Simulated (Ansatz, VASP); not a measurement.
# Ge in VASP and in Ansatz

File INCAR:

```
SYSTEM = Ge
PREC = Accurate
ENCUT = 520
EDIFF = 1E-6
ISMEAR = -1
SIGMA = 0.08
LREAL = .FALSE.
LASPH = .TRUE.
NELM = 100
ALGO = Normal
ISIF = 2
LWAVE = .FALSE.
LCHARG = .TRUE.
GGA = PE
LELF = .TRUE.
LVHAR = .TRUE.
NBANDS = 21
```

KPOINTS

```
Automatic mesh
0
G
  11 11 11
  0 0 0
```

POSCAR

```
Ge
1.0
    0.0000000000      2.7184742184      2.7184742184
    2.7184742184      0.0000000000      2.7184742184
    2.7184742184      2.7184742184      0.0000000000
Ge
2
Direct
   -0.1250000000     -0.1250000000     -0.1250000000
    0.1250000000      0.1250000000      0.1250000000
```

Input for Ansatz:

```yaml
crystal:
  lattice:
    - [0.0, 2.7184742184, 2.7184742184]
    - [2.7184742184, 0.0, 2.7184742184]
    - [2.7184742184, 2.7184742184, 0.0]
  atoms:
    - { symbol: Ge, position: [-0.125, -0.125, -0.125] }
    - { symbol: Ge, position: [0.125, 0.125, 0.125] }
kpoints:
  mp_grid: { grid: [11, 11, 11] }
scf:
  occupations: { method: fermi_dirac, width: 0.08 }
hamiltonian:
  xc: pbe
  pseudopotentials: { kind: all_electron, lapw: { basis_error: 0.001 } }
output:
  forces: true
  stress: true
  eigenvalues: true
  populations: true
```

Change from the starting cell: volume scaled by 0.84, LAPW.

Alike in both runs: task single point; functional PBE; k mesh 11 × 11 × 11; occupations fermi-dirac, width 0.08 eV; no spin polarisation.

|  | VASP | Ansatz |
| --- | --- | --- |
| version | VASP 6.6.1 | Ansatz 0.2.0 |
| potentials or method | VASP PAW PBE potentials, release 64 (Ge_d), cutoff 520 eV | all-electron LAPW, scalar-relativistic |

```csv
,VASP,Ansatz,Ansatz less VASP
pressure (GPa),15.5,15.5,+0.07
```

Ansatz ran all-electron here, and VASP with PAW potentials.
